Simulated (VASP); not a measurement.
# ZrSi7 in VASP: further runs

Runs on ZrSi7. Level: PBE. Tasks: single point.

Everything below comes from runs of VASP 6.6.1. Logs are shortened: lines on timing, memory, paths and dates and some standing lists are left out, and cuts for length are marked.

### Step 1. The cell of the first run

The cell holds a disordered packing, 16 atoms: a = 6.389 Å, b = 6.560 Å, c = 6.442 Å, α = 89.98°, β = 87.19°, γ = 86.27°.

### Step 2. Single point, PBE

The input, INCAR:

```
SYSTEM = ZrSi7
  ALGO = Normal
  EDIFF = 1E-6
  ENCUT = 400
  GGA = PE
  GGA_COMPAT = .FALSE.
  ISIF = 2
  ISMEAR = -1
  ISYM = -1
  LASPH = .TRUE.
  LCHARG = .TRUE.
  LELF = .TRUE.
  LREAL = Auto
  LVHAR = .TRUE.
  LWAVE = .FALSE.
  NBANDS = 54
  NELM = 120
  PREC = Accurate
  SIGMA = 0.218
```

The input, KPOINTS:

```
explicit points
1
Reciprocal
  0.25000000   0.25000000   0.25000000 1
```

The input, POSCAR:

```
ZrSi7
1.0
    6.3834610000      0.2107420000      0.1575520000
    0.2107420000      6.5561630000     -0.0013120000
    0.1575520000     -0.0013120000      6.4400080000
Si Zr
14 2
Direct
    0.5812626726      0.6567234091      0.8065349491
    0.7022483369      0.3017750704      0.2056174929
    0.7656522945      0.6539655421      0.5005993708
    1.1930724174      0.1243964662      0.8391590915
    0.2320795384      0.8087625519      0.6532197632
    0.2521194556      0.2604468059      0.5242917061
    0.5407553213      0.2576585260      0.8987446857
    0.8706659257      0.3254499003      0.5468547294
    0.8618639625      0.9567017735      0.4304151178
   -0.0842963650      0.5089248970      0.8870386140
    0.0496804776      0.1396019388      0.1972784660
    0.4060076422      0.5148233748      0.4221218564
    0.2278089419      0.4190331995      0.1264256220
    0.5103136150      1.0404825804      0.3002345933
    0.8174419264      0.8505603939      1.0350077709
    0.3160590556      0.7632902882      1.0841945694
```

Potentials or basis: VASP PAW PBE potentials, release 64 (Si, Zr_sv).

Started as:

```
> cat potpaw_PBE.64/Si/POTCAR potpaw_PBE.64/Zr_sv/POTCAR > POTCAR
> mpirun -np 1 vasp_std > vasp.out
```

OUTCAR:

```text
SYSTEM = ZrSi7
   EDIFF = 1E-6
   ENCUT = 400
   GGA = PE
   ISIF = 2
   ISMEAR = -1
   ISYM = -1
   LASPH = .TRUE.
   LREAL = Auto
   NELM = 120
   PREC = Accurate

 ion  position               nearest neighbor table
   1  0.581  0.657  0.807-   3 2.25  10 2.37  16 2.47  15 2.56   5 2.62   7 2.71  12 2.94
   2  0.702  0.302  0.206-  14 2.24   7 2.30  11 2.40   8 2.50  12 2.62  10 2.81   9 2.85   3 3.05
                            13 3.14  15 3.19
   3  0.766  0.654  0.501-   9 2.16   8 2.24   1 2.25  12 2.60  10 2.85   2 3.05  15 3.27
   4  0.193  0.124  0.839-   6 2.24   5 2.39  11 2.44   7 2.49  13 2.70  16 2.93  10 2.99   8 3.09
                            15 3.29
   5  0.232  0.809  0.653-   4 2.39  12 2.59   1 2.62  16 2.87   9 2.94   6 3.09  15 3.52
   6  0.252  0.260  0.524-  12 2.08   4 2.24   8 2.44  14 2.52  11 2.67  13 2.77   5 3.09   7 3.11
[... 5 lines left out ...]
   9  0.862  0.957  0.430-   3 2.16  11 2.27  14 2.46   8 2.54  15 2.67   2 2.85   5 2.94
  10  0.916  0.509  0.887-   1 2.37  15 2.47   8 2.54  13 2.62   2 2.81   3 2.85   7 2.99   4 2.99
                            16 3.44
  11  0.050  0.140  0.197-  13 2.25   9 2.27   2 2.40   4 2.44   6 2.67  15 2.72   8 2.73  16 2.98
                            14 3.08
  12  0.406  0.515  0.422-   6 2.08  13 2.37   5 2.59   3 2.60   2 2.62  16 2.78   1 2.94
  13  0.228  0.419  0.126-  11 2.25  12 2.37  16 2.38   7 2.59  10 2.62   4 2.70   6 2.77   2 3.14

  14  0.510  0.040  0.300-   2 2.24   9 2.46   6 2.52  16 2.69  15 2.77   7 2.96  11 3.08
  15  0.817  0.851  0.035-  10 2.47   1 2.56   9 2.67  11 2.72  14 2.77   2 3.19  16 3.23   7 3.25
                             3 3.27  16 3.29   4 3.29   5 3.52
  16  0.316  0.763  0.084-  13 2.38   1 2.47  14 2.69  12 2.78   5 2.87   4 2.93  11 2.98  15 3.23
                            15 3.29  10 3.44

IMPORTANT INFORMATION: All symmetrisations will be switched off!
NOSYMM: (Re-)initialisation of all symmetry stuff for point group C_1.

----------------------------------------------------------------------------------------

                                     Primitive cell

  volume of cell :     269.0720

  direct lattice vectors                    reciprocal lattice vectors
     6.383461000  0.210742000  0.157552000     0.156916149 -0.005044698 -0.003839913
     0.210742000  6.556163000 -0.001312000    -0.005044698  0.152690428  0.000154523
     0.157552000 -0.001312000  6.440008000    -0.003839913  0.000154523  0.155373284

  length of vectors
     6.388881683  6.559549313  6.441935066     0.157044171  0.152773818  0.155420803

  position of ions in fractional coordinates (direct lattice)
     0.581262673  0.656723409  0.806534949
     0.702248337  0.301775070  0.205617493
     0.765652295  0.653965542  0.500599371
     0.193072417  0.124396466  0.839159092
[... 71 lines left out ...]
   PSTRESS=    0.0 pullay stress
   NELECT =      80.0000    total number of electrons
   NUPDOWN=      -1.0000    fix difference up-down
   EMIN   =  10.00;   EMAX   =-10.00  energy-range for DOS
   EFERMI =   0.00;   METHOD = LEGACY
   ISMEAR =    -1;   SIGMA  =   0.22  broadening in eV -4-tet -1-fermi 0-gaus
   EFERMI_NEDOS =   21; number of points for ismear=-14 and -15
   IALGO  =     38    algorithm
   IMIX   =      4    mixing-type and parameters
     AMIX     =   0.40;   BMIX     =  1.00
     AMIX_MAG =   1.60;   BMIX_MAG =  1.00
  volume/ion in A,a.u.               =      16.82       113.49
  Fermi-wavevector in a.u.,A,eV,Ry     =   1.092652  2.064814 16.243848  1.193889
  Thomas-Fermi vector in A             =   2.228922
   LORBIT       =      0    0 simple, 1 ext, 2 COOP (PROOUT), +10 PAW based schemes
   GGA     = PE    functional components
   LHFCALC =     F    Hartree Fock is set to
   AEXX    =    0.0000 exact exchange contribution
   IVDW    =     0    specifies the selected vdW correction
   LEPSILON=     F    determine dielectric tensor
   LRPA    =     F    only Hartree local field effects (RPA)
 non-spin polarized calculation
  energy-cutoff  :      400.00
  volume of cell :      269.07
 maximum number of plane-waves:      4894
 NGX is ok and might be reduce to    42
   NGX = 21   NGY = 21   NGZ = 21

 number of electron      79.9999998 magnetization

 Free energy of the ion-electron system (eV)
  ---------------------------------------------------
  ext. energy  EPLUGINS =         0.00000000
  ---------------------------------------------------
  free energy    TOTEN  =       -85.55664563 eV

  energy without entropy =      -84.31083926  energy(sigma->0) =      -84.93374244

 E-fermi :   8.5366     XC(G=0): -10.6462

 val. band max:        8.4782924479   @ k =   0.2500   0.2500   0.2500
 cond. band min:       8.6878556839   @ k =   0.2500   0.2500   0.2500
 fundamental gap:      0.2095632360
 Fermi energy:         8.5365586629

 k-point     1 :       0.2500    0.2500    0.2500
  band No.  band energies     occupation
      1     -40.4320      2.00000
      2     -39.9975      2.00000
      3     -18.6647      2.00000
      4     -18.6122      2.00000
      5     -18.5314      2.00000
      6     -18.2981      2.00000
[... 44 lines left out ...]
     51      11.1671      0.00001
     52      11.3750      0.00000
 [bands above 52 left out]

------------------------ aborting loop because EDIFF is reached ----------------------------------------

  FORCE on cell =-STRESS in cart. coord.  units (eV):
  Direction    XX          YY          ZZ          XY          YZ          ZX
  --------------------------------------------------------------------------------------
  -------------------------------------------------------------------------------------
  Total       16.1929828     22.6846471     13.5295662     14.2687245      0.8599929      8.9635260
  in kB       96.4204039    135.0747334     80.5612068     84.9624924      5.1207898     53.3729212
  external PRESSURE =     104.0187814 kB  Pullay stress =       0.0000000 kB

 VOLUME and BASIS-vectors are now :
 -----------------------------------------------------------------------------
  energy-cutoff  :      400.00
  volume of cell :      269.07
      direct lattice vectors                 reciprocal lattice vectors
     6.383461000  0.210742000  0.157552000     0.156916149 -0.005044698 -0.003839913
     0.210742000  6.556163000 -0.001312000    -0.005044698  0.152690428  0.000154523
     0.157552000 -0.001312000  6.440008000    -0.003839913  0.000154523  0.155373284

 POSITION                                       TOTAL-FORCE (eV/Angst)
 -----------------------------------------------------------------------------------
      3.97594      4.42702      5.28481        -1.700352     -0.994726     -1.453820
      4.57877      2.12621      1.43442         0.936345      2.128054      0.241341
      5.10420      4.44820      3.34364        -0.764962     -0.521441     -1.765090
      1.39090      0.85515      5.43445         0.013828      0.201592      0.679976
      1.75483      5.35043      4.24224        -0.737570     -0.986598     -0.628216
      1.74688      1.75998      3.41582        -1.282233     -2.713884     -0.018735
[... 8 lines left out ...]
      5.40287      5.74864      0.35312        -0.412175      1.327937      0.223709
      2.19167      5.07075      0.59101        -0.396992      3.534720      0.534528
 -----------------------------------------------------------------------------------
    total drift:                                0.000558     -0.000325      0.000472

  FREE ENERGIE OF THE ION-ELECTRON SYSTEM (eV)
  ---------------------------------------------------
  free  energy   TOTEN  =       -85.5566456253 eV

  energy  without entropy=      -84.3108392624  energy(sigma->0) =      -84.93374244
```

Wall time 20 s (1 thread of AMD EPYC 7R13 (Zen 3), shared host); peak memory 0.23 GiB.

Results:

```yaml
Free_energy: -85.5566 eV
Pressure: 10.4 GPa
Largest_force: 4.752 eV/Å
```

Forces in eV/Å, atoms in the order of the input:
```
Si  -1.700 -0.995 -1.454
Si   0.936  2.128  0.241
Si  -0.765 -0.521 -1.765
Si   0.014  0.202  0.680
Si  -0.738 -0.987 -0.628
Si  -1.282 -2.714 -0.019
Si  -0.959  0.094 -1.188
Si   0.764 -2.034  0.116
Si   1.205  1.598  2.568
Si   2.253 -2.229 -0.130
Si   1.675  0.244  0.268
Si   2.627  3.958 -0.122
Si  -0.895 -2.650 -0.470
Si  -2.327 -0.957  1.145
Zr  -0.412  1.328  0.224
Zr  -0.397  3.535  0.535
```

Caveat: the atoms stand as in a frame of molecular dynamics.

### Step 3. Single point, PBE

The input, INCAR:

```
SYSTEM = ZrSi7
  PREC = Accurate
  ENCUT = 400
  EDIFF = 1E-6
  ISMEAR = -1
  SIGMA = 0.218
  LREAL = Auto
  LASPH = .TRUE.
  NELM = 120
  ALGO = Normal
  ISIF = 2
  LWAVE = .FALSE.
  LCHARG = .FALSE.
  GGA = PE
  ISYM = -1
  NBANDS = 54
  GGA_COMPAT = .FALSE.
```

KPOINTS is that of step 2.

The input, POSCAR:

```
ZrSi7
1.0
    6.3834610000      0.2107420000      0.1575520000
    0.2107420000      6.5561630000     -0.0013120000
    0.1575520000     -0.0013120000      6.4400080000
Si Zr
14 2
Direct
    0.5692017648      0.6492009869      0.7753111293
    0.8010923359      0.3093200026      0.2120100050
    0.9747177223      0.6228029599      0.4692716827
    1.0334944361      0.1352162014      0.8918759555
    0.2309833008      0.8606995290      0.5970191895
    0.3347145400      0.3235663551      0.5496773566
    0.5803114954      0.1480692871      0.8874897407
    0.8045862495      0.3517510020      0.6333994188
    0.7370041188      0.9306705627      0.5972794703
    0.0601306465      0.5123226344      0.8679513230
    0.0786066525      0.1133377224      0.3378851492
    0.4898560819      0.5586621274      0.4635817470
    0.3249706883      0.3815838235      0.1285959359
    0.5383271297      1.0905529166      0.3161715466
    0.7750602543      0.8463254908      1.1048908768
    0.2644050427      0.7915115708      1.0564955696
```

Potentials or basis: VASP PAW PBE potentials, release 64 (Si, Zr_sv).

Started as:

```
> cat potpaw_PBE.64/Si/POTCAR potpaw_PBE.64/Zr_sv/POTCAR > POTCAR
> mpirun -np 1 vasp_std > vasp.out
```

Wall time 17 s (1 thread of AMD EPYC 7R13 (Zen 3), shared host); peak memory 0.23 GiB.

It converged, with:

```yaml
Free_energy: -87.7465 eV
Pressure: 2.3 GPa
Largest_force: 7.744 eV/Å
```

Forces on the atoms (eV/Å):
```
Si   0.651  0.604  1.564
Si  -0.478  1.097 -0.301
Si   0.941  0.911  0.015
Si   0.048  0.676 -0.071
Si  -0.350 -0.297  0.423
Si  -4.216 -6.120  2.177
Si  -0.836  0.594  0.054
Si  -0.221 -1.101 -0.250
Si   0.727  0.168 -0.418
Si  -0.376 -0.368 -0.315
Si   1.509 -0.152  0.366
Si   3.130  5.181 -4.782
Si  -0.290 -1.111  0.201
Si  -1.760  0.866  1.135
Zr   0.402 -2.253 -0.750
Zr   1.119  1.304  0.951
```

Stress tensor (GPa, compression positive):
```
 8.57  5.74  2.20
 5.74  1.98  4.55
 2.20  4.55 -3.57
```

Levels at points of the mesh, in eV from the Fermi level:
```
           k point  band 38  band 39  band 40  band 41  band 42  band 43
(0.25, 0.25, 0.25)    -0.50    -0.28    -0.16     0.12     0.35     0.44
```

Caveat: the atoms stand as in a frame of molecular dynamics.
